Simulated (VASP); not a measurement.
# AlGaN2 (P-4m2) in VASP: a series of runs

Runs on AlGaN2. Level: r2SCAN. Tasks: single point.

Everything below comes from runs of VASP 6.6.1. Logs are shortened: lines on timing, memory, paths and dates and some standing lists are left out, and cuts for length are marked.

### 1 The cell of the first run

It takes space group P-4m2 (No. 115, tetragonal). Conventional cell: a = 3.295 Å, b = 3.295 Å, c = 4.312 Å, α = 90.00°, β = 90.00°, γ = 90.00°. Al (site symmetry -4m2) has 4 N at 1.94 Å within 2.6 Å. Within 2.6 Å of Ga (site symmetry -4m2) lie 4 N at 2.00 Å. N (site symmetry 2mm) has 2 Al at 1.94 Å and 2 Ga at 2.00 Å within 2.6 Å.

### 2 Single point, r2SCAN (strain +0.050 along x and y, -0.025 along z)

The input, POSCAR:

```
AlGaN2
1.0
    3.2954527410      0.0000000000      0.0000000000
    0.0000000000      3.2954527410      0.0000000000
    0.0000000000      0.0000000000      4.3117978094
Al Ga N
1 1 2
Direct
    0.5000000000      0.5000000000      0.5000000000
    0.0000000000      0.0000000000      0.0000000000
    0.5000000000      0.0000000000      0.7390831705
    0.0000000000      0.5000000000      0.2609168295
```

The input, INCAR.step1:

```
PREC = Accurate
ENCUT = 520
ISMEAR = 0
SIGMA = 0.05
LREAL = False
LASPH = True
NELM = 60
NBANDS = 21
GGA = PE
ALGO = Normal
EDIFF = 1E-4
LWAVE = True
LCHARG = False
```

The input, INCAR.step2:

```
PREC = Accurate
ENCUT = 520
EDIFF = 1E-6
ISMEAR = 0
SIGMA = 0.05
LREAL = False
LASPH = True
NELM = 60
ALGO = Normal
ISIF = 2
LWAVE = False
LCHARG = True
METAGGA = R2SCAN
LMIXTAU = True
LELF = True
LVHAR = True
NBANDS = 21
ISTART = 1
```

The input, KPOINTS:

```
regular mesh
0
Gamma
  8 8 6
```

Potentials or basis: VASP PAW PBE potentials, release 64 (Al, Ga_d, N).

The run is started by

```
$ cat potpaw_PBE.64/Al/POTCAR potpaw_PBE.64/Ga_d/POTCAR potpaw_PBE.64/N/POTCAR > POTCAR
$ cp INCAR.step1 INCAR
$ mpirun -np 1 vasp_std > vasp.out
$ cp INCAR.step2 INCAR
$ mpirun -np 1 vasp_std > vasp.out
```

OUTCAR:

```text
PREC = Accurate
   ENCUT = 520
   EDIFF = 1E-6
   ISMEAR = 0
   LREAL = False
   LASPH = True
   NELM = 60
   ISIF = 2
   METAGGA = R2SCAN
   ISTART = 1

 ion  position               nearest neighbor table
   1  0.500  0.500  0.500-   3 1.94   4 1.94   3 1.94   4 1.94
   2  0.000  0.000  0.000-   3 2.00   4 2.00   4 2.00   3 2.00
   3  0.500  0.000  0.739-   1 1.94   1 1.94   2 2.00   2 2.00
   4  0.000  0.500  0.261-   1 1.94   1 1.94   2 2.00   2 2.00

  LATTYP: Found a simple tetragonal cell.
 ALAT       =     3.2954527410
 C/A-ratio  =     1.3084083276

  Lattice vectors:

 A1 = (   3.2954527410,   0.0000000000,   0.0000000000)
 A2 = (   0.0000000000,   3.2954527410,   0.0000000000)
 A3 = (   0.0000000000,   0.0000000000,   4.3117978094)

Analysis of symmetry for initial positions (statically):
=====================================================================
 Subroutine PRICEL returns:
 Original cell was already a primitive cell.

 Routine SETGRP: Setting up the symmetry group for a
 simple tetragonal supercell.

 Subroutine GETGRP returns: Found  8 space group operations
 (whereof  8 operations were pure point group operations)
 out of a pool of 16 trial point group operations.

The static configuration has the point symmetry D_2d.

Analysis of symmetry for dynamics (positions and initial velocities):
=====================================================================
 Subroutine PRICEL returns:
 Original cell was already a primitive cell.

 Routine SETGRP: Setting up the symmetry group for a
 simple tetragonal supercell.

 Subroutine GETGRP returns: Found  8 space group operations
 (whereof  8 operations were pure point group operations)
 out of a pool of 16 trial point group operations.

The dynamic configuration has the point symmetry D_2d.

 Subroutine INISYM returns: Found  8 space group operations
 (whereof  8 operations are pure point group operations),
 and found     1 'primitive' translations

----------------------------------------------------------------------------------------

                                     Primitive cell

  volume of cell :      46.8262

  direct lattice vectors                    reciprocal lattice vectors
     3.295452741  0.000000000  0.000000000     0.303448442  0.000000000  0.000000000
     0.000000000  3.295452741  0.000000000     0.000000000  0.303448442  0.000000000
     0.000000000  0.000000000  4.311797809     0.000000000  0.000000000  0.231921821
[... 88 lines left out ...]
   EDIFF  = 0.1E-05   stopping-criterion for ELM
   LREAL  =      F    real-space projection
   EDIFFG = 0.1E-04   stopping-criterion for IOM
   NSW    =      0    number of steps for IOM
   IBRION =     -1    ionic relax: 0-MD 1-quasi-New 2-CG
   NFREE  =      0    steps in history (QN), initial steepest desc. (CG)
   ISIF   =      2    stress and relaxation
   ISYM   =      2    0-nonsym 1-usesym 2-fastsym
   POTIM  = 0.5000    time-step for ionic-motion
   TEBEG  =    0.0;   TEEND  =   0.0 temperature during run
   PSTRESS=    0.0 pullay stress
   NELECT =      26.0000    total number of electrons
   NUPDOWN=      -1.0000    fix difference up-down
   EMIN   =  10.00;   EMAX   =-10.00  energy-range for DOS
   EFERMI =   0.00;   METHOD = LEGACY
   ISMEAR =     0;   SIGMA  =   0.05  broadening in eV -4-tet -1-fermi 0-gaus
   EFERMI_NEDOS =   21; number of points for ismear=-14 and -15
   IALGO  =     38    algorithm
   IMIX   =      4    mixing-type and parameters
     AMIX     =   0.40;   BMIX     =  1.00
     AMIX_MAG =   1.60;   BMIX_MAG =  1.00
  volume/ion in A,a.u.               =      11.71        79.00
  Fermi-wavevector in a.u.,A,eV,Ry     =   1.345560  2.542740 24.633782  1.810532
  Thomas-Fermi vector in A             =   2.473463
   LORBIT       =      0    0 simple, 1 ext, 2 COOP (PROOUT), +10 PAW based schemes
   METAGGA = R2SCAN    functional components
   LHFCALC =     F    Hartree Fock is set to
   AEXX    =    0.0000 exact exchange contribution
   IVDW    =     0    specifies the selected vdW correction
   LEPSILON=     F    determine dielectric tensor
   LRPA    =     F    only Hartree local field effects (RPA)
 non-spin polarized calculation
 Gauss-broadening in eV      SIGMA  =   0.05
  energy-cutoff  :      520.00
  volume of cell :       46.83
 maximum number of plane-waves:      1280
 NGX is ok and might be reduce to    28
   NGX = 13   NGY = 13   NGZ = 17

 number of electron      26.0000012 magnetization

 Free energy of the ion-electron system (eV)
  ---------------------------------------------------
  ext. energy  EPLUGINS =         0.00000000
  ---------------------------------------------------
  free energy    TOTEN  =       -40.87443164 eV

  energy without entropy =      -40.87443164  energy(sigma->0) =      -40.87443164

 E-fermi :   4.9131     XC(G=0): -11.7081

 val. band max:        4.7118774203   @ k =   0.0000   0.0000   0.0000
 cond. band min:       7.5062934372   @ k =   0.0000   0.0000   0.0000
 fundamental gap:      2.7944160169
 Fermi energy:         4.9131386725

 k-point     1 :       0.0000    0.0000    0.0000
  band No.  band energies     occupation
      1     -11.0861      2.00000
      2      -9.7618      2.00000
      3      -8.6863      2.00000
      4      -8.6863      2.00000
      5      -8.6241      2.00000
      6      -8.4801      2.00000
[... 565 lines left out ...]
     20      17.1040      0.00000
     21      17.2939      0.00000

 [... further k-points ...]

------------------------ aborting loop because EDIFF is reached ----------------------------------------

  FORCE on cell =-STRESS in cart. coord.  units (eV):
  Direction    XX          YY          ZZ          XY          YZ          ZX
  --------------------------------------------------------------------------------------
  -------------------------------------------------------------------------------------
  Total       -4.6312915     -4.6312915     -1.9932768      0.0000000      0.0000000      0.0000000
  in kB     -158.4616361   -158.4616361    -68.2008271      0.0000000      0.0000000      0.0000000
  external PRESSURE =    -128.3746998 kB  Pullay stress =       0.0000000 kB

 VOLUME and BASIS-vectors are now :
 -----------------------------------------------------------------------------
  energy-cutoff  :      520.00
  volume of cell :       46.83
      direct lattice vectors                 reciprocal lattice vectors
     3.295452741  0.000000000  0.000000000     0.303448442  0.000000000  0.000000000
     0.000000000  3.295452741  0.000000000     0.000000000  0.303448442  0.000000000
     0.000000000  0.000000000  4.311797809     0.000000000  0.000000000  0.231921821

 POSITION                                       TOTAL-FORCE (eV/Angst)
 -----------------------------------------------------------------------------------
      1.64773      1.64773      2.15590         0.000000      0.000000      0.000000
      0.00000      0.00000      0.00000        -0.000000     -0.000000      0.000000
      1.64773      0.00000      3.18678         0.000000     -0.000000     -0.175730
      0.00000      1.64773      1.12502         0.000000     -0.000000      0.175730
 -----------------------------------------------------------------------------------
    total drift:                               -0.000000     -0.000000      0.000000

  FREE ENERGIE OF THE ION-ELECTRON SYSTEM (eV)
  ---------------------------------------------------
  free  energy   TOTEN  =       -40.8744316439 eV

  energy  without entropy=      -40.8744316439  energy(sigma->0) =      -40.87443164
```

OUTCAR.step1:

```text
PREC = Accurate
   ENCUT = 520
   ISMEAR = 0
   LREAL = False
   LASPH = True
[... 805 lines left out ...]
      1.64773      1.64773      2.15590        -0.000000     -0.000000      0.000000
      0.00000      0.00000      0.00000        -0.000000      0.000000      0.000000
      1.64773      0.00000      3.18678         0.000000      0.000000     -0.214800
      0.00000      1.64773      1.12502        -0.000000      0.000000      0.214800
 -----------------------------------------------------------------------------------
    total drift:                               -0.000000     -0.000000      0.000000

  FREE ENERGIE OF THE ION-ELECTRON SYSTEM (eV)
  ---------------------------------------------------
  free  energy   TOTEN  =       -26.8792359103 eV

  energy  without entropy=      -26.8792359103  energy(sigma->0) =      -26.87923591
```

Wall time 100 s (1 thread of Intel Xeon 6975P-C (Granite Rapids), shared host); peak memory 0.21 GiB.

Results:

```
Free energy            : -40.8744 eV
Pressure               : -12.8 GPa
Largest force          : 0.176 eV/Å
Band gap on the k mesh : 2.79 eV
```

Forces on the atoms (eV/Å):
```
Al   0.000  0.000  0.000
Ga   0.000  0.000  0.000
N    0.000  0.000 -0.176
N    0.000  0.000  0.176
```

Levels at points of the mesh, in eV from the valence-band top:
| k point | band 10 | band 11 | band 12 | band 13 | band 14 | band 15 | band 16 | band 17 |
| --- | --- | --- | --- | --- | --- | --- | --- | --- |
| (0.00, 0.00, 0.00) | -2.59 | -0.09 | -0.09 | 0.00 | 2.79 | 3.80 | 7.11 | 11.53 |
| (0.50, 0.00, 0.00) | -2.50 | -2.41 | -1.26 | -0.94 | 6.92 | 7.42 | 7.99 | 8.15 |
| (0.50, 0.50, 0.00) | -2.01 | -1.96 | -1.96 | -1.91 | 3.94 | 3.94 | 7.01 | 9.46 |
| (0.00, 0.00, 0.50) | -1.73 | -1.73 | -1.18 | -1.18 | 5.62 | 5.80 | 7.83 | 9.01 |
| (0.50, 0.00, 0.50) | -1.22 | -0.79 | -0.64 | -0.28 | 5.13 | 6.57 | 9.58 | 9.82 |
| (0.50, 0.50, 0.50) | -3.72 | -3.16 | -3.02 | -3.02 | 7.05 | 7.05 | 8.91 | 11.02 |

Caveat: the cell differs from its parent crystal (strain +0.050 along x and y, -0.025 along z); the stress differs along the axes, from -16 to -7 GPa; the PAW data sets were made with another functional, which shifts forces and pressure a little.

(Continued in part 2 of 2.)
